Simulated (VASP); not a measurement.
Here is a VASP 6.6.1 calculation.

The input INCAR:

```
ALGO = Normal
EDIFF = 1E-7
ENCUT = 520
GGA = PE
ISIF = 2
ISMEAR = -1
LASPH = T
LCHARG = F
LREAL = F
LWAVE = F
NBANDS = 25
NELM = 60
PREC = Accurate
SIGMA = 0.001
```

KPOINTS

```
k-points
0
Gamma
  6 6 6
```

POSCAR

```
CO2
1.0
    3.5353358103      0.0000000000      0.0000000000
    0.0000000000      3.5353358103      0.0000000000
    0.0000000000      0.0000000000      4.0597589232
C O
2 4
Direct
    0.0000000000      0.0000000000      0.0000000000
    0.5000000000      0.5000000000      0.5000000000
    0.2316650310      0.2316650310      0.0000000000
    0.2683349690      0.7316650310      0.5000000000
    0.7683349690      0.7683349690      0.0000000000
    0.7316650310      0.2683349690      0.5000000000
```

Potentials or basis: VASP PAW PBE potentials, release 64 (C, O).

Launch:

```console
$ cat potpaw_PBE.64/C/POTCAR potpaw_PBE.64/O/POTCAR > POTCAR
$ mpirun -np 1 vasp_std > vasp.out
```

Problem. What does it give for the pressure?

Solution. 31.6 GPa.

Problem. What does it give for the band gap on the k mesh?

Solution. 5.57 eV (least direct gap 6.35 eV).

Problem. Estimate the largest force.

Solution. 0.686 eV/Å.

Stress tensor (GPa, compression positive):
```
33.34  0.00  0.00
 0.00 33.34  0.00
 0.00  0.00 28.13
```

Caveat: the cell stands under pressure; this functional lacks dispersion, which holds the molecules together, so the pressure and a relaxed volume are unreliable. PBE gaps usually lie below the measured ones, often by a third to a half.
